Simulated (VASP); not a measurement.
# Ge2N (R-3m) in VASP: notebook, part 2 of 3

VASP 6.6.1.

### 3 Single point, PBE

This run uses another cell than the first one, of 15.62 Å³/atom.

The input, INCAR:

```
SYSTEM = Ge2N
ALGO = Normal
EDIFF = 1E-6
ENCUT = 520
GGA = PE
ISIF = 2
ISMEAR = 0
LASPH = .TRUE.
LCHARG = .FALSE.
LREAL = .FALSE.
LWAVE = .FALSE.
NBANDS = 24
NELM = 100
PREC = Accurate
SIGMA = 0.1
```

The input, KPOINTS:

```
k-points
0
G
  6 6 6
  0 0 0
```

The input, POSCAR:

```
Ge2N
1.0
    1.5017667554      0.8670454405      5.9973962864
   -1.5017667554      0.8670454405      5.9973962864
    0.0000000000     -1.7340908810      5.9973962864
Ge N
2 1
Direct
    0.2566659357      0.2566659357      0.2566659357
    0.7433340643      0.7433340643      0.7433340643
    0.0000000000      0.0000000000      0.0000000000
```

Potentials or basis: VASP PAW PBE potentials, release 64 (Ge_d, N).

The run is started by

```
$ cat potpaw_PBE.64/Ge_d/POTCAR potpaw_PBE.64/N/POTCAR > POTCAR
$ mpirun -np 1 vasp_std > vasp.out
```

OUTCAR:

```text
SYSTEM = Ge2N
   EDIFF = 1E-6
   ENCUT = 520
   GGA = PE
   ISIF = 2
   ISMEAR = 0
   LASPH = .TRUE.
   LREAL = .FALSE.
   NELM = 100
   PREC = Accurate

 ion  position               nearest neighbor table
   1  0.257  0.257  0.257-   3 2.22   3 2.22   3 2.22
   2  0.743  0.743  0.743-   3 2.22   3 2.22   3 2.22
   3  0.000  0.000  0.000-   2 2.22   2 2.22   1 2.22   1 2.22   2 2.22   1 2.22

  LATTYP: Found a trigonal (rhomboedric) cell.
 ALAT       =     6.2430628220
 COS(alpha) =     0.8842717042

  Lattice vectors:

 A1 = (   1.5017667554,   0.8670454405,   5.9973962864)
 A2 = (  -1.5017667554,   0.8670454405,   5.9973962864)
 A3 = (   0.0000000000,  -1.7340908810,   5.9973962864)

Analysis of symmetry for initial positions (statically):
=====================================================================
 Subroutine PRICEL returns:
 Original cell was already a primitive cell.

 Routine SETGRP: Setting up the symmetry group for a
 trigonal (rhombohedral) supercell.

 Subroutine GETGRP returns: Found 12 space group operations
 (whereof 12 operations were pure point group operations)
 out of a pool of 12 trial point group operations.

The static configuration has the point symmetry D_3d.

Analysis of symmetry for dynamics (positions and initial velocities):
=====================================================================
 Subroutine PRICEL returns:
 Original cell was already a primitive cell.

 Routine SETGRP: Setting up the symmetry group for a
 trigonal (rhombohedral) supercell.

 Subroutine GETGRP returns: Found 12 space group operations
 (whereof 12 operations were pure point group operations)
 out of a pool of 12 trial point group operations.

[... 115 lines left out ...]
   EMIN   =  10.00;   EMAX   =-10.00  energy-range for DOS
   EFERMI =   0.00;   METHOD = LEGACY
   ISMEAR =     0;   SIGMA  =   0.10  broadening in eV -4-tet -1-fermi 0-gaus
   EFERMI_NEDOS =   21; number of points for ismear=-14 and -15
   IALGO  =     38    algorithm
   IMIX   =      4    mixing-type and parameters
     AMIX     =   0.40;   BMIX     =  1.00
     AMIX_MAG =   1.60;   BMIX_MAG =  1.00
  volume/ion in A,a.u.               =      15.62       105.40
  Fermi-wavevector in a.u.,A,eV,Ry     =   1.456554  2.752489 28.865448  2.121551
  Thomas-Fermi vector in A             =   2.573459
   LORBIT       =      0    0 simple, 1 ext, 2 COOP (PROOUT), +10 PAW based schemes
   GGA     = PE    functional components
   LHFCALC =     F    Hartree Fock is set to
   AEXX    =    0.0000 exact exchange contribution
   IVDW    =     0    specifies the selected vdW correction
   LEPSILON=     F    determine dielectric tensor
   LRPA    =     F    only Hartree local field effects (RPA)
 non-spin polarized calculation
 Gauss-broadening in eV      SIGMA  =   0.10
  energy-cutoff  :      520.00
  volume of cell :       46.86
 maximum number of plane-waves:      1288
 NGX is ok and might be reduce to    48
   NGX = 23   NGY = 23   NGZ = 23

 number of electron      32.9999992 magnetization

 Free energy of the ion-electron system (eV)
  ---------------------------------------------------
  ext. energy  EPLUGINS =         0.00000000
  ---------------------------------------------------
  free energy    TOTEN  =       -15.81813573 eV

  energy without entropy =      -15.81588678  energy(sigma->0) =      -15.81701126

 E-fermi :   6.3923     XC(G=0): -11.0471

 val. band max:        6.3190148371   @ k =  -0.3333   0.3333   0.3333
 cond. band min:       6.4746423418   @ k =  -0.1667   0.5000   0.1667
 fundamental gap:      0.1556275047
 Fermi energy:         6.3923034246

 k-point     1 :       0.0000    0.0000    0.0000
  band No.  band energies     occupation
      1     -18.6363      2.00000
      2     -18.6363      2.00000
      3     -18.6347      2.00000
      4     -18.6297      2.00000
      5     -18.6297      2.00000
      6     -18.6249      2.00000
[... 637 lines left out ...]
     23      14.1637      0.00000
     24      17.8772      0.00000

 [... further k-points ...]

------------------------ aborting loop because EDIFF is reached ----------------------------------------

  FORCE on cell =-STRESS in cart. coord.  units (eV):
  Direction    XX          YY          ZZ          XY          YZ          ZX
  --------------------------------------------------------------------------------------
  -------------------------------------------------------------------------------------
  Total        0.0161964      0.0161964      0.1315738      0.0000000      0.0000000      0.0000000
  in kB        0.5538230      0.5538230      4.4990589      0.0000000      0.0000000      0.0000000
  external PRESSURE =       1.8689016 kB  Pullay stress =       0.0000000 kB

 VOLUME and BASIS-vectors are now :
 -----------------------------------------------------------------------------
  energy-cutoff  :      520.00
  volume of cell :       46.86
      direct lattice vectors                 reciprocal lattice vectors
     1.501766755  0.867045440  5.997396286     0.332941183  0.192223682  0.055579674
    -1.501766755  0.867045440  5.997396286    -0.332941183  0.192223682  0.055579674
     0.000000000 -1.734090881  5.997396286     0.000000000 -0.384447363  0.055579674

 POSITION                                       TOTAL-FORCE (eV/Angst)
 -----------------------------------------------------------------------------------
      0.00000      0.00000      4.61798         0.000000      0.000000     -0.031196
      0.00000      0.00000     13.37421         0.000000      0.000000      0.031196
      0.00000      0.00000      0.00000         0.000000     -0.000000      0.000000
 -----------------------------------------------------------------------------------
    total drift:                                0.000000      0.000000     -0.000000

  FREE ENERGIE OF THE ION-ELECTRON SYSTEM (eV)
  ---------------------------------------------------
  free  energy   TOTEN  =       -15.8181357346 eV

  energy  without entropy=      -15.8158867789  energy(sigma->0) =      -15.81701126
```

stdout:

```text
POSCAR found type information on POSCAR GeN
 POSCAR found :  2 types and       3 ions
 scaLAPACK will be used
 LDA part: xc-table for (Slater+PW92), standard interpolation
 POSCAR, INCAR and KPOINTS ok, starting setup
 FFT: planning ... GRIDC
 FFT: planning ... GRID_SOFT
 FFT: planning ... GRID
 WAVECAR not read
 entering main loop
```

Run time: 2.8 min. Hardware: 1 thread of Intel Xeon 8259CL, shared host; peak memory 0.32 GiB.

What came out:

| Property | Result |
| --- | --- |
| Free energy | -15.8181 eV |
| Pressure | 0.2 GPa |
| Largest force | 0.031 eV/Å |
| Band gap on the k mesh | zero (an odd number of electrons rules out a gap without spin polarisation) |

Forces in eV/Å, atoms in the order of the input:
```
Ge   0.000  0.000 -0.031
Ge   0.000  0.000  0.031
N    0.000  0.000  0.000
```

Levels at points of the mesh, in eV from the Fermi level:
| k point | band 14 | band 15 | band 16 | band 17 | band 18 | band 19 |
| --- | --- | --- | --- | --- | --- | --- |
| (0.00, 0.00, 0.00) | -1.97 | -1.97 | -1.16 | 0.46 | 6.60 | 6.60 |
| (0.50, 0.00, 0.00) | -6.10 | -3.43 | -2.10 | -1.95 | 1.60 | 1.96 |
| (0.50, 0.50, 0.00) | -5.92 | -3.45 | -2.32 | -1.94 | 1.85 | 3.41 |
| (0.50, 0.50, 0.50) | -3.88 | -1.97 | -1.97 | 2.62 | 4.61 | 6.75 |

Caveat: the k points lie up to 0.41 Å⁻¹ apart, too coarse for converged energies and pressures of a metal; an odd number of electrons without spin polarisation forces a metal; a magnetic or distorted state may lie lower.

### 4 Relaxation of cell and atoms, PBE

The input, INCAR:

```
SYSTEM = Ge2N
PREC = Accurate ; ENCUT = 600
EDIFF = 1E-6 ; ISMEAR = 0
SIGMA = 0.1 ; LREAL = .False.
LASPH = .True. ; NELM = 60
ALGO = Normal ; ISIF = 3
LWAVE = .False. ; LCHARG = .False.
GGA = PE ; IBRION = 2
NSW = 90 ; EDIFFG = -0.04
```

The input, KPOINTS:

```
Automatic mesh
0
Gamma
  6 6 6
  0 0 0
```

The input, POSCAR:

```
Ge2N
1.0
    1.5583398300      0.8997079200      5.3487770000
   -1.5583398300      0.8997079200      5.3487770000
    0.0000000000     -1.7994158400      5.3487770000
Ge N
2 1
Direct
    0.2598655200      0.2598655200      0.2598655200
    0.7401344800      0.7401344800      0.7401344800
    0.0000000000      0.0000000000      0.0000000000
```

The run is started by

```
$ cat potpaw_PBE.64/Ge_d/POTCAR potpaw_PBE.64/N/POTCAR > POTCAR
$ mpirun -np 1 vasp_std > vasp.out
```

Wall time 27 min (1 thread of Intel Xeon 8259CL, shared host); peak memory 0.37 GiB.

Results (log left out):

```yaml
Free_energy: -15.8196 eV
Relaxed_volume: 15.72 Å³/atom
Relaxed_cell: a = 6.269 Å, b = 6.269 Å, c = 6.269 Å, α = 27.75°, β = 27.75°, γ = 27.75°
Space_group_after_relaxing_to_0.1_Å: R-3m (No. 166)
Energy_gained_by_relaxing: 197.6 meV/atom
Ionic_steps: 16
Pressure_after_relaxing: -0.1 GPa
Largest_force_after_relaxing: 0.017 eV/Å
Band_gap_on_the_k_mesh: zero (an odd number of electrons rules out a gap without spin polarisation)
```

Forces on the atoms (eV/Å):
```
Ge   0.000  0.000 -0.017
Ge   0.000  0.000  0.017
N    0.000  0.000  0.000
```

Stress tensor (GPa, compression positive):
```
-0.21  0.00  0.00
 0.00 -0.21  0.00
 0.00  0.00  0.15
```

Step by step:
| step | energy change (eV) | largest force (eV/Å) | pressure (GPa) | volume (Å³) |
| --- | --- | --- | --- | --- |
| 1 | 0.0000 | 2.8916 | 12.06 | 45.00 |
| 2 | -0.2200 | 1.3485 | -11.46 | 52.66 |
| 3 | -0.4487 | 0.1079 | -4.51 | 49.28 |
| 4 | -0.4494 | 0.1941 | -3.90 | 49.12 |
| 5 | -0.5522 | 0.2189 | -2.92 | 47.21 |
| 6 | -0.5672 | 0.4554 | -2.09 | 46.33 |
| 7 | -0.5751 | 0.1403 | 2.13 | 44.85 |
| 8 | -0.5794 | 0.0921 | 0.44 | 45.39 |
| 9 | -0.5826 | 0.0970 | 0.49 | 45.52 |
| 10 | -0.5877 | 0.1146 | 0.47 | 45.82 |
| 11 | -0.5865 | 0.1522 | 0.80 | 46.42 |
| 12 | -0.5891 | 0.1227 | 0.63 | 46.07 |
| 13 | -0.5916 | 0.0640 | 0.48 | 46.43 |
| 14 | -0.5928 | 0.0403 | 0.20 | 47.08 |
| 15 | -0.5928 | 0.0188 | -0.41 | 47.32 |
| 16 | -0.5929 | 0.0169 | -0.09 | 47.17 |

Final structure:
```
CELL_PARAMETERS angstrom
1.50345 0.86801 6.02425
-1.50345 0.86801 6.02425
0.00000 -1.73603 6.02425
ATOMIC_POSITIONS crystal
Ge 0.25696 0.25696 0.25696
Ge 0.74304 0.74304 0.74304
N 0.00000 0.00000 0.00000
```

Levels at points of the mesh, in eV from the Fermi level:
```
           k point  band 13  band 14  band 15  band 16  band 17  band 18  band 19  band 20
(0.00, 0.00, 0.00)    -8.49    -1.97    -1.97    -1.20     0.43     6.57     6.57     7.12
(0.50, 0.00, 0.00)    -6.49    -6.10    -3.43    -2.10    -1.95     1.58     1.95     4.22
(0.50, 0.50, 0.00)    -6.65    -5.93    -3.45    -2.31    -1.94     1.84     3.37     4.79
(0.50, 0.50, 0.50)    -6.78    -3.86    -1.97    -1.97     2.57     4.56     6.71     6.71
```

Caveat: the k points lie up to 0.41 Å⁻¹ apart in the final cell, too coarse for converged energies and pressures of a metal; an odd number of electrons without spin polarisation forces a metal; a magnetic or distorted state may lie lower.

### 5 Single point, PBE

This run uses another cell than the first one, of 15.53 Å³/atom.

The input, INCAR:

```
SYSTEM = Ge2N
ALGO = Normal ; EDIFF = 1E-6
ENCUT = 520 ; GGA = PE
ISIF = 2 ; ISMEAR = 0
LASPH = .TRUE. ; LCHARG = .FALSE.
LREAL = .FALSE. ; LWAVE = .FALSE.
NBANDS = 24 ; NELM = 100
PREC = Accurate ; SIGMA = 0.1
```

The input, KPOINTS:

```
k-points
0
G
  18 18 18
  0 0 0
```

The input, POSCAR:

```
Ge2N
1.0
    1.4937129488      0.8623955731      6.0283695671
   -1.4937129488      0.8623955731      6.0283695671
    0.0000000000     -1.7247911462      6.0283695671
Ge N
2 1
Direct
    0.2567221532      0.2567221532      0.2567221532
    0.7432778468      0.7432778468      0.7432778468
    0.0000000000      0.0000000000      0.0000000000
```

Potentials or basis: VASP PAW PBE potentials, release 64 (Ge_d, N).

The run is started by

```
$ cat potpaw_PBE.64/Ge_d/POTCAR potpaw_PBE.64/N/POTCAR > POTCAR
$ mpirun -np 1 vasp_std > vasp.out
```

OUTCAR:

```text
SYSTEM = Ge2N
   EDIFF = 1E-6
   ENCUT = 520
   GGA = PE
   ISIF = 2
   ISMEAR = 0
   LASPH = .TRUE.
   LREAL = .FALSE.
   NELM = 100
   PREC = Accurate

 ion  position               nearest neighbor table
   1  0.257  0.257  0.257-   3 2.21   3 2.21   3 2.21
   2  0.743  0.743  0.743-   3 2.21   3 2.21   3 2.21
   3  0.000  0.000  0.000-   2 2.21   2 2.21   1 2.21   1 2.21   2 2.21   1 2.21

  LATTYP: Found a trigonal (rhomboedric) cell.
 ALAT       =     6.2702586976
 COS(alpha) =     0.8865006514

  Lattice vectors:

 A1 = (   1.4937129488,   0.8623955731,   6.0283695671)
 A2 = (  -1.4937129488,   0.8623955731,   6.0283695671)
 A3 = (   0.0000000000,  -1.7247911462,   6.0283695671)

Analysis of symmetry for initial positions (statically):
=====================================================================
 Subroutine PRICEL returns:
 Original cell was already a primitive cell.

 Routine SETGRP: Setting up the symmetry group for a
 trigonal (rhombohedral) supercell.

 Subroutine GETGRP returns: Found 12 space group operations
 (whereof 12 operations were pure point group operations)
[... 163 lines left out ...]

  energy without entropy =      -15.84341024  energy(sigma->0) =      -15.84553784

 E-fermi :   6.5259     XC(G=0): -11.0760

 val. band max:        6.5194281026   @ k =  -0.1667   0.4444   0.1111
 cond. band min:       6.5268797365   @ k =   0.5000   0.3333   0.0556
 fundamental gap:      0.0074516339
 Fermi energy:         6.5258829568

 k-point     1 :       0.0000    0.0000    0.0000
  band No.  band energies     occupation
      1     -18.6095      2.00000
      2     -18.6084      2.00000
      3     -18.6084      2.00000
      4     -18.6019      2.00000
      5     -18.6019      2.00000
      6     -18.5992      2.00000
[... 637 lines left out ...]
     23      15.2552      0.00000
     24      17.2825      0.00000

 [... further k-points ...]

------------------------ aborting loop because EDIFF is reached ----------------------------------------

  FORCE on cell =-STRESS in cart. coord.  units (eV):
  Direction    XX          YY          ZZ          XY          YZ          ZX
  --------------------------------------------------------------------------------------
  -------------------------------------------------------------------------------------
  Total        0.0018580      0.0018580      0.0350546      0.0000000     -0.0000000      0.0000000
  in kB        0.0638887      0.0638887      1.2053999      0.0000000     -0.0000000      0.0000000
  external PRESSURE =       0.4443924 kB  Pullay stress =       0.0000000 kB

 VOLUME and BASIS-vectors are now :
 -----------------------------------------------------------------------------
  energy-cutoff  :      520.00
  volume of cell :       46.59
      direct lattice vectors                 reciprocal lattice vectors
     1.493712949  0.862395573  6.028369567     0.334736336  0.193260114  0.055294111
    -1.493712949  0.862395573  6.028369567    -0.334736336  0.193260114  0.055294111
     0.000000000 -1.724791146  6.028369567     0.000000000 -0.386520228  0.055294111

 POSITION                                       TOTAL-FORCE (eV/Angst)
 -----------------------------------------------------------------------------------
      0.00000      0.00000      4.64285        -0.000000     -0.000000     -0.035526
      0.00000      0.00000     13.44226        -0.000000      0.000000      0.035526
      0.00000      0.00000      0.00000         0.000000      0.000000     -0.000000
 -----------------------------------------------------------------------------------
    total drift:                                0.000000      0.000000     -0.000000

  FREE ENERGIE OF THE ION-ELECTRON SYSTEM (eV)
  ---------------------------------------------------
  free  energy   TOTEN  =       -15.8476654283 eV

  energy  without entropy=      -15.8434102446  energy(sigma->0) =      -15.84553784
```

stdout:

```text
POSCAR found type information on POSCAR GeN
 POSCAR found :  2 types and       3 ions
 scaLAPACK will be used
 LDA part: xc-table for (Slater+PW92), standard interpolation
 POSCAR, INCAR and KPOINTS ok, starting setup
 FFT: planning ... GRIDC
 FFT: planning ... GRID_SOFT
 FFT: planning ... GRID
 WAVECAR not read
 entering main loop
```

Wall time 43 min (1 thread of Intel Xeon 8259CL, shared host); peak memory 0.75 GiB.

What came out:

```
Free energy            : -15.8477 eV
Pressure               : 0.0 GPa
Largest force          : 0.036 eV/Å
Band gap on the k mesh : zero (an odd number of electrons rules out a gap without spin polarisation)
```

Forces on the atoms (eV/Å):
```
Ge   0.000  0.000 -0.036
Ge   0.000  0.000  0.036
N    0.000  0.000  0.000
```

Levels at points of the mesh, in eV from the Fermi level:
```csv
k point,band 12,band 13,band 14,band 15,band 16,band 17,band 18,band 19,band 20,band 21
"(0.00, 0.00, 0.00)",-11.30,-8.66,-2.01,-2.01,-1.36,0.42,6.68,6.68,7.12,7.81
"(0.50, 0.00, 0.00)",-9.88,-6.65,-6.17,-3.49,-2.20,-2.10,1.48,1.94,4.22,7.18
"(0.50, 0.50, 0.00)",-9.89,-6.81,-6.01,-3.50,-2.42,-2.05,1.70,3.31,4.79,5.53
"(0.50, 0.50, 0.50)",-11.89,-6.93,-4.04,-2.01,-2.01,2.62,4.52,6.82,6.82,8.64
```

Caveat: an odd number of electrons without spin polarisation forces a metal; a magnetic or distorted state may lie lower.

(Continued in part 3 of 3.)

The gap in the log of VASP goes by the Fermi energy; the results here count the filled bands.